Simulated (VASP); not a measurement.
A run of VASP 6.6.1 is set up as follows.

File INCAR:

```
SYSTEM = SnO
  ALGO = Normal
  EDIFF = 1E-6
  ENCUT = 520
  GGA = PE
  ISIF = 2
  ISMEAR = -1
  LASPH = .TRUE.
  LCHARG = .FALSE.
  LREAL = .FALSE.
  LWAVE = .FALSE.
  NBANDS = 28
  NELM = 100
  PREC = Accurate
  SIGMA = 0.1
```

The input KPOINTS:

```
k-points
0
G
  6 6 6
  0 0 0
```

POSCAR

```
SnO
1.0
    3.8671420958      0.0000000000      0.0000000000
    0.0000000000      3.8671420958      0.0000000000
    0.0000000000      0.0000000000      5.0610363714
Sn O
2 2
Direct
    0.5000000000      0.0000000000      0.2290192524
    0.0000000000      0.5000000000      0.7709807476
    0.0000000000      0.0000000000      0.0000000000
    0.5000000000      0.5000000000      0.0000000000
```

Potentials or basis: VASP PAW PBE potentials, release 64 (Sn_d, O).

The run is started by

```sh
$ cat potpaw_PBE.64/Sn_d/POTCAR potpaw_PBE.64/O/POTCAR > POTCAR
$ mpirun -np 1 vasp_std > vasp.out
```

(1) Predict the pressure.

(2) What does it give for the largest force?

(3) Predict the band gap on the k mesh.

Results:

(1) 0.2 GPa.

(2) 0.084 eV/Å.

(3) 0.50 eV, indirect (least direct gap 1.91 eV).

Caveat: spin-orbit coupling is left out, which moves the levels of the heavy elements.
